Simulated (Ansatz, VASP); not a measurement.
## SnTe in VASP and in Ansatz

```
CELL_PARAMETERS angstrom
0.00000 3.15650 3.15650
3.15650 0.00000 3.15650
3.15650 3.15650 0.00000
ATOMIC_POSITIONS crystal
Sn 0.01584 0.98416 0.98416
Te 0.50000 0.50000 0.50000
```

Alike in both runs: task single point; functional PBE; k mesh 10 × 10 × 10; occupations gaussian, width 0.03 eV; no spin polarisation.

```csv
,VASP,Ansatz
version,VASP 6.6.1,Ansatz 0.2.0
potentials or method,"VASP PAW PBE potentials, release 64 (Sn_d, Te), cutoff 520 eV","scalar-relativistic, plane waves, PAW"
valence electrons in the cell,20,30
```

Ansatz gave:

* gap on the k mesh at the Fermi level (eV): 0.26
* least direct gap on the mesh (eV): 0.26
* pressure (GPa): 2.2
* traceless stress, the component that is largest in VASP (GPa): 0.19
* rms of the force components (eV/Å): 0.022

Task: What did VASP give for the same quantities?

Result: gap on the k mesh at the Fermi level (eV): 0.27; least direct gap on the mesh (eV): 0.27; pressure (GPa): 2.1; traceless stress, the component that is largest in VASP (GPa): 0.19; rms of the force components (eV/Å): 0.024.

Atom by atom the forces differ by 0.002 eV/Å (rms over components). The functional is the same, so the differences come from potentials, cutoffs and numerics. VASP's potentials hold 20 valence electrons a cell and Ansatz's 30, so a difference there can come from the potentials and not from the codes.

Neither program's run includes spin-orbit coupling.
